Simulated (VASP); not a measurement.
# La5O (F-43m) in VASP: notebook

The runs below take La5O through relaxation of cell and atoms, single point, with PBE.

Everything below comes from runs of VASP 6.6.1. Logs are shortened: lines on timing, memory, paths and dates and some standing lists are left out, and cuts for length are marked.

## Step 1: The cell of the first run

Symmetry: F-43m, No. 216, cubic system. Conventional cell: a = 8.594 Å, b = 8.594 Å, c = 8.594 Å, α = 90.00°, β = 90.00°, γ = 90.00°. Within 4.0 Å of La (site symmetry 3m) lie 9 La at 3.04 to 3.56 Å and 3 O at 3.56 Å. La (site symmetry -43m) has 12 La at 3.56 Å and 4 O at 3.72 Å within 4.7 Å. O (site symmetry -43m) has 16 La at 3.56 to 3.72 Å within 4.7 Å.

The cell was built from a structure type or drawn by symmetry, and may not be a known phase.

## Step 2: Relaxation of cell and atoms, PBE

INCAR reads:

```
PREC = Accurate ; ENCUT = 600
EDIFF = 1E-6 ; ISMEAR = 0
SIGMA = 0.1 ; LREAL = F
LASPH = T ; NELM = 100
ALGO = Normal ; ISIF = 3
LWAVE = F ; LCHARG = F
GGA = PE ; IBRION = 2
NSW = 90 ; EDIFFG = -0.04
```

KPOINTS reads:

```
Automatic mesh
0
Gamma
  4 4 4
```

POSCAR reads:

```
La5O
1.0
    0.0000000000      4.2969688100      4.2969688100
    4.2969688100      0.0000000000      4.2969688100
    4.2969688100      4.2969688100      0.0000000000
La O
5 1
Direct
    0.1250000000      0.6250000000      0.6250000000
    0.6250000000      0.6250000000      0.6250000000
    0.6250000000      0.1250000000      0.6250000000
    0.6250000000      0.6250000000      0.1250000000
    0.2500000000      0.2500000000      0.2500000000
    0.0000000000      0.0000000000      0.0000000000
```

Potentials or basis: VASP PAW PBE potentials, release 64 (La, O).

Launch:

```bash
$ cat potpaw_PBE.64/La/POTCAR potpaw_PBE.64/O/POTCAR > POTCAR
$ mpirun -np 1 vasp_std > vasp.out
```

OUTCAR:

```text
PREC = Accurate
   ENCUT = 600
   EDIFF = 1E-6
   ISMEAR = 0
   LREAL = F
   LASPH = T
   NELM = 100
   ISIF = 3
   GGA = PE
   IBRION = 2
   NSW = 90
   EDIFFG = -0.04

 ion  position               nearest neighbor table
   1  0.125  0.625  0.625-   2 3.04   4 3.04   3 3.04   2 3.04   3 3.04   4 3.04   5 3.56   5 3.56
                             5 3.56
   2  0.625  0.625  0.625-   1 3.04   3 3.04   4 3.04   4 3.04   3 3.04   1 3.04   5 3.56   5 3.56
                             5 3.56
   3  0.625  0.125  0.625-   2 3.04   4 3.04   1 3.04   2 3.04   4 3.04   1 3.04   5 3.56   5 3.56
                             5 3.56
   4  0.625  0.625  0.125-   2 3.04   1 3.04   2 3.04   3 3.04   3 3.04   1 3.04   5 3.56   5 3.56
                             5 3.56
   5  0.250  0.250  0.250-   1 3.56   3 3.56   1 3.56   4 3.56   3 3.56   4 3.56   2 3.56   2 3.56
                             2 3.56   3 3.56   1 3.56   4 3.56
   6  0.000  0.000  0.000-

  LATTYP: Found a face centered cubic cell.
 ALAT       =     8.5939376200

  Lattice vectors:

 A1 = (   0.0000000000,   4.2969688100,   4.2969688100)
 A2 = (   4.2969688100,   0.0000000000,   4.2969688100)
 A3 = (   4.2969688100,   4.2969688100,   0.0000000000)

Analysis of symmetry for initial positions (statically):
=====================================================================
 Subroutine PRICEL returns:
 Original cell was already a primitive cell.

 Routine SETGRP: Setting up the symmetry group for a
 face centered cubic supercell.

 Subroutine GETGRP returns: Found 24 space group operations
 (whereof 24 operations were pure point group operations)
 out of a pool of 48 trial point group operations.

The static configuration has the point symmetry T_d .

Analysis of symmetry for dynamics (positions and initial velocities):
=====================================================================
 Subroutine PRICEL returns:
 Original cell was already a primitive cell.

 Routine SETGRP: Setting up the symmetry group for a
 face centered cubic supercell.

 Subroutine GETGRP returns: Found 24 space group operations
 (whereof 24 operations were pure point group operations)
 out of a pool of 48 trial point group operations.

The dynamic configuration has the point symmetry T_d .

 Subroutine INISYM returns: Found 24 space group operations
 (whereof 24 operations are pure point group operations),
 and found     1 'primitive' translations

----------------------------------------------------------------------------------------

                                     Primitive cell

  volume of cell :     158.6780

  direct lattice vectors                    reciprocal lattice vectors
     0.000000000  4.296968810  4.296968810    -0.116361096  0.116361096  0.116361096
     4.296968810  0.000000000  4.296968810     0.116361096 -0.116361096  0.116361096
     4.296968810  4.296968810  0.000000000     0.116361096  0.116361096 -0.116361096

  length of vectors
     6.076831568  6.076831568  6.076831568     0.201543330  0.201543330  0.201543330

  position of ions in fractional coordinates (direct lattice)
     0.125000000  0.625000000  0.625000000
     0.625000000  0.625000000  0.625000000
     0.625000000  0.125000000  0.625000000
     0.625000000  0.625000000  0.125000000
     0.250000000  0.250000000  0.250000000
     0.000000000  0.000000000  0.000000000

  ion indices of the primitive-cell ions
   primitive index   ion index
                 1           1
                 2           2
                 3           3
                 4           4
                 5           5
                 6           6

----------------------------------------------------------------------------------------

 KPOINTS: Automatic mesh

Automatic generation of k-mesh.
 Grid dimensions read from file:
 generate k-points for:    4    4    4

 Generating k-lattice:

  Cartesian coordinates                     Fractional coordinates (reciprocal lattice)
    -0.029090274  0.029090274  0.029090274     0.250000000  0.000000000  0.000000000
     0.029090274 -0.029090274  0.029090274     0.000000000  0.250000000  0.000000000
     0.029090274  0.029090274 -0.029090274     0.000000000  0.000000000  0.250000000

  Length of vectors
     0.050385833  0.050385833  0.050385833

  Shift w.r.t. Gamma in fractional coordinates (k-lattice)
     0.000000000  0.000000000  0.000000000

 Subroutine IBZKPT returns following result:
 ===========================================

 Found      8 irreducible k-points:

 Following reciprocal coordinates:
            Coordinates               Weight
  0.000000  0.000000  0.000000      1.000000
  0.250000  0.000000  0.000000      8.000000
  0.500000  0.000000  0.000000      4.000000
  0.250000  0.250000  0.000000      6.000000
  0.500000  0.250000  0.000000     24.000000
 -0.250000  0.250000  0.000000     12.000000
  0.500000  0.500000  0.000000      3.000000
 -0.250000  0.500000  0.250000      6.000000
   k-points           NKPTS =      8   k-points in BZ     NKDIM =      8   number of bands    NBANDS=     36
   number of dos      NEDOS =    301   number of ions     NIONS =      6
   total plane-waves  NPLWV = 125000
   dimension x,y,z NGX =    50 NGY =   50 NGZ =   50
   dimension x,y,z NGXF=   100 NGYF=  100 NGZF=  100
   ions per type =               5   1
   NGX,Y,Z   is equivalent  to a cutoff of  13.68, 13.68, 13.68 a.u.
   NGXF,Y,Z  is equivalent  to a cutoff of  27.36, 27.36, 27.36 a.u.
 SYSTEM =  unknown system
   PREC   = accura    normal or accurate (medium, high low for compatibility)
   ISTART =      0    job   : 0-new  1-cont  2-samecut
   ICHARG =      2    charge: 1-file 2-atom 10-const
   ISPIN  =      1    spin polarized calculation?
   LNONCOLLINEAR =      F non collinear calculations
   LSORBIT =      F    spin-orbit coupling
   LASPH  =      T    aspherical Exc in radial PAW
   ENCUT  =  600.0 eV  44.10 Ry    6.64 a.u.  12.14 12.14 12.14*2*pi/ulx,y,z
   NELM   =    100;   NELMIN=  2; NELMDL= -5     # of ELM steps
   EDIFF  = 0.1E-05   stopping-criterion for ELM
   LREAL  =      F    real-space projection
   EDIFFG = -.4E-01   stopping-criterion for IOM
   NSW    =     90    number of steps for IOM
   IBRION =      2    ionic relax: 0-MD 1-quasi-New 2-CG
   NFREE  =      1    steps in history (QN), initial steepest desc. (CG)
   ISIF   =      3    stress and relaxation
   ISYM   =      2    0-nonsym 1-usesym 2-fastsym
   POTIM  = 0.5000    time-step for ionic-motion
   TEBEG  =    0.0;   TEEND  =   0.0 temperature during run
   PSTRESS=    0.0 pullay stress
   NELECT =      61.0000    total number of electrons
   NUPDOWN=      -1.0000    fix difference up-down
   EMIN   =  10.00;   EMAX   =-10.00  energy-range for DOS
   EFERMI =   0.00;   METHOD = LEGACY
   ISMEAR =     0;   SIGMA  =   0.10  broadening in eV -4-tet -1-fermi 0-gaus
   EFERMI_NEDOS =   21; number of points for ismear=-14 and -15
   IALGO  =     38    algorithm
   IMIX   =      4    mixing-type and parameters
     AMIX     =   0.40;   BMIX     =  1.00
     AMIX_MAG =   1.60;   BMIX_MAG =  1.00
  volume/ion in A,a.u.               =      26.45       178.47
  Fermi-wavevector in a.u.,A,eV,Ry     =   1.190363  2.249459 19.278951  1.416963
  Thomas-Fermi vector in A             =   2.326449
   LORBIT       =      0    0 simple, 1 ext, 2 COOP (PROOUT), +10 PAW based schemes
   GGA     = PE    functional components
   LHFCALC =     F    Hartree Fock is set to
   AEXX    =    0.0000 exact exchange contribution
   IVDW    =     0    specifies the selected vdW correction
   LEPSILON=     F    determine dielectric tensor
   LRPA    =     F    only Hartree local field effects (RPA)
 conjugate gradient relaxation of ions
 non-spin polarized calculation
 Gauss-broadening in eV      SIGMA  =   0.10
  energy-cutoff  :      600.00
  volume of cell :      158.68
 maximum number of plane-waves:      5346
 NGX is ok and might be reduce to    50
   NGX = 25   NGY = 25   NGZ = 25

--------------------------------------- Ionic step        1  -------------------------------------------

 number of electron      61.0000001 magnetization

 Free energy of the ion-electron system (eV)
  ---------------------------------------------------
  ext. energy  EPLUGINS =         0.00000000
  ---------------------------------------------------
  free energy    TOTEN  =       -25.54910643 eV

  energy without entropy =      -25.47722196  energy(sigma->0) =      -25.51316420

 E-fermi :   9.4145     XC(G=0): -10.3121

 val. band max:        9.4040355339   @ k =  -0.2500   0.5000   0.2500
 cond. band min:       9.4422522287   @ k =   0.2500   0.2500   0.0000
 fundamental gap:      0.0382166948
 Fermi energy:         9.4144752848

 k-point     1 :       0.0000    0.0000    0.0000
  band No.  band energies     occupation
      1     -23.7430      2.00000
      2     -23.0434      2.00000
      3     -22.5755      2.00000
      4     -22.5755      2.00000
      5     -22.5755      2.00000
      6     -10.2451      2.00000
[... 403 lines left out ...]
 POSITION                                       TOTAL-FORCE (eV/Angst)
 -----------------------------------------------------------------------------------
      5.83462      3.51582      3.51582        -0.003543      0.003543      0.003543
      5.83462      5.83462      5.83462        -0.003543     -0.003543     -0.003543
      3.51582      5.83462      3.51582         0.003543     -0.003543      0.003543
      3.51582      3.51582      5.83462         0.003543      0.003543     -0.003543
      2.33761      2.33761      2.33761        -0.000000     -0.000000     -0.000000
      0.00000      0.00000      0.00000        -0.000000     -0.000000     -0.000000
 -----------------------------------------------------------------------------------
    total drift:                                0.000000      0.000000      0.000000

  FREE ENERGIE OF THE ION-ELECTRON SYSTEM (eV)
  ---------------------------------------------------
  free  energy   TOTEN  =       -26.3714833746 eV

  energy  without entropy=      -26.3066366961  energy(sigma->0) =      -26.33906004

--------------------------------------- Ionic step        4  -------------------------------------------

 number of electron      61.0000002 magnetization

 Free energy of the ion-electron system (eV)
  ---------------------------------------------------
  ext. energy  EPLUGINS =         0.00000000
  ---------------------------------------------------
  free energy    TOTEN  =       -26.37700132 eV

  energy without entropy =      -26.31318428  energy(sigma->0) =      -26.34509280

 E-fermi :   6.9658     XC(G=0):  -9.3141

 val. band max:        6.9203770945   @ k =   0.5000   0.2500   0.0000
 cond. band min:       6.9771095819   @ k =   0.2500   0.0000   0.0000
 fundamental gap:      0.0567324874
 Fermi energy:         6.9658424828

 k-point     1 :       0.0000    0.0000    0.0000
  band No.  band energies     occupation
      1     -26.0275      2.00000
      2     -25.8835      2.00000
      3     -25.4385      2.00000
      4     -25.4385      2.00000
      5     -25.4385      2.00000
      6     -11.4755      2.00000
[... 323 lines left out ...]
 POSITION                                       TOTAL-FORCE (eV/Angst)
 -----------------------------------------------------------------------------------
      5.79715      3.49211      3.49211        -0.006926      0.006926      0.006926
      5.79715      5.79715      5.79715        -0.006926     -0.006926     -0.006926
      3.49211      5.79715      3.49211         0.006926     -0.006926      0.006926
      3.49211      3.49211      5.79715         0.006926      0.006926     -0.006926
      2.32231      2.32231      2.32231        -0.000000     -0.000000     -0.000000
      0.00000      0.00000      0.00000        -0.000000     -0.000000     -0.000000
 -----------------------------------------------------------------------------------
    total drift:                                0.000000      0.000000      0.000000

  FREE ENERGIE OF THE ION-ELECTRON SYSTEM (eV)
  ---------------------------------------------------
  free  energy   TOTEN  =       -26.3770013208 eV

  energy  without entropy=      -26.3131842785  energy(sigma->0) =      -26.34509280

 reached required accuracy - stopping structural energy minimisation
```

It took 4.5 min on 1 thread of Intel Xeon 6975P-C (Granite Rapids), shared host; peak memory 0.39 GiB.

What came out:

* Free energy: -26.3770 eV
* Relaxed volume: 33.40 Å³/atom
* Relaxed cell: a = 6.568 Å, b = 6.568 Å, c = 6.568 Å, α = 60.00°, β = 60.00°, γ = 60.00°
* Space group after relaxing (to 0.1 Å): F-43m (No. 216)
* Energy gained by relaxing: 138.0 meV/atom
* Ionic steps: 4
* Pressure after relaxing: 0.0 GPa
* Band gap on the k mesh: zero (an odd number of electrons rules out a gap without spin polarisation)

Step by step:
```
step  energy change (eV)  largest force (eV/Å)  pressure (GPa)  volume (Å³)
   1              0.0000                0.2192            7.67       158.68
   2             -0.7856                0.0471            1.29       189.56
   3             -0.8224                0.0061           -0.43       204.38
   4             -0.8279                0.0120           -0.01       200.39
```

Final structure:
```
CELL_PARAMETERS angstrom
0.00000 4.64463 4.64463
4.64463 0.00000 4.64463
4.64463 4.64463 0.00000
ATOMIC_POSITIONS crystal
La 0.12779 0.62407 0.62407
La 0.62407 0.62407 0.62407
La 0.62407 0.12779 0.62407
La 0.62407 0.62407 0.12779
La 0.25000 0.25000 0.25000
O 0.00000 0.00000 0.00000
```

Levels at points of the mesh, in eV from the Fermi level:
```tsv
k point	band 28	band 29	band 30	band 31	band 32	band 33	band 34	band 35
(0.00, 0.00, 0.00)	-1.24	-1.24	-0.19	-0.19	0.40	0.40	0.40	1.35
(0.50, 0.00, 0.00)	-0.59	-0.29	-0.17	-0.17	0.12	0.62	0.62	1.12
(0.50, 0.50, 0.00)	-0.28	-0.22	-0.22	-0.18	0.40	0.48	0.71	0.71
```

Caveat: the volume moved by over 15 % at a fixed basis, so the end points are rough; spin-orbit coupling is left out, which moves the levels of the heavy elements; an odd number of electrons without spin polarisation forces a metal; a magnetic or distorted state may lie lower.

## Step 3: Single point, PBE

This run uses another cell than the first one, of 32.84 Å³/atom.

INCAR reads:

```
PREC     = Accurate       # precision mode
ENCUT    = 520            # plane-wave cutoff, eV
EDIFF    = 1E-6           # SCF threshold, eV
ISMEAR   = 0              # smearing method
SIGMA    = 0.1            # smearing width, eV
LREAL    = False          # projectors in reciprocal space
LASPH    = True           # aspherical terms in the spheres
NELM     = 60             # most SCF steps
ALGO     = Normal         # electronic algorithm
ISIF     = 2              # what is computed and relaxed
LWAVE    = False          # write WAVECAR
LCHARG   = False          # write CHGCAR
GGA      = PE             # functional
NBANDS   = 40             # bands
```

KPOINTS reads:

```
regular mesh
0
Gamma
  8 8 8
```

POSCAR reads:

```
La5O
1.0
    0.0000000000      4.6184422083      4.6184422083
    4.6184422083      0.0000000000      4.6184422083
    4.6184422083      4.6184422083      0.0000000000
La O
5 1
Direct
    0.3776397319      0.3776397319      0.8670808044
    0.3776397319      0.8670808044      0.3776397319
    0.8670808044      0.3776397319      0.3776397319
    0.3776397319      0.3776397319      0.3776397319
    0.7500000000      0.7500000000      0.7500000000
    0.0000000000      0.0000000000      0.0000000000
```

Potentials or basis: VASP PAW PBE potentials, release 64 (La, O).

Launch:

```bash
$ cat potpaw_PBE.64/La/POTCAR potpaw_PBE.64/O/POTCAR > POTCAR
$ mpirun -np 1 vasp_std > vasp.out
```

Wall time 4.2 min (1 thread of Intel Xeon 6975P-C (Granite Rapids), shared host); peak memory 0.46 GiB.

The run converged. Its results:

| Property | Result |
| --- | --- |
| Free energy | -26.4602 eV |
| Pressure | 0.0 GPa |
| Band gap on the k mesh | zero (an odd number of electrons rules out a gap without spin polarisation) |

Levels at points of the mesh, in eV from the Fermi level:
| k point | band 27 | band 28 | band 29 | band 30 | band 31 | band 32 | band 33 | band 34 | band 35 | band 36 |
| --- | --- | --- | --- | --- | --- | --- | --- | --- | --- | --- |
| (0.00, 0.00, 0.00) | -1.23 | -1.23 | -1.23 | -0.22 | -0.22 | 0.42 | 0.42 | 0.42 | 1.39 | 1.41 |
| (0.50, 0.00, 0.00) | -0.59 | -0.59 | -0.30 | -0.18 | -0.18 | 0.18 | 0.65 | 0.65 | 1.17 | 1.29 |
| (0.50, 0.50, 0.00) | -0.62 | -0.40 | -0.24 | -0.24 | -0.15 | 0.41 | 0.51 | 0.78 | 0.78 | 1.32 |

Caveat: spin-orbit coupling is left out, which moves the levels of the heavy elements; an odd number of electrons without spin polarisation forces a metal; a magnetic or distorted state may lie lower.
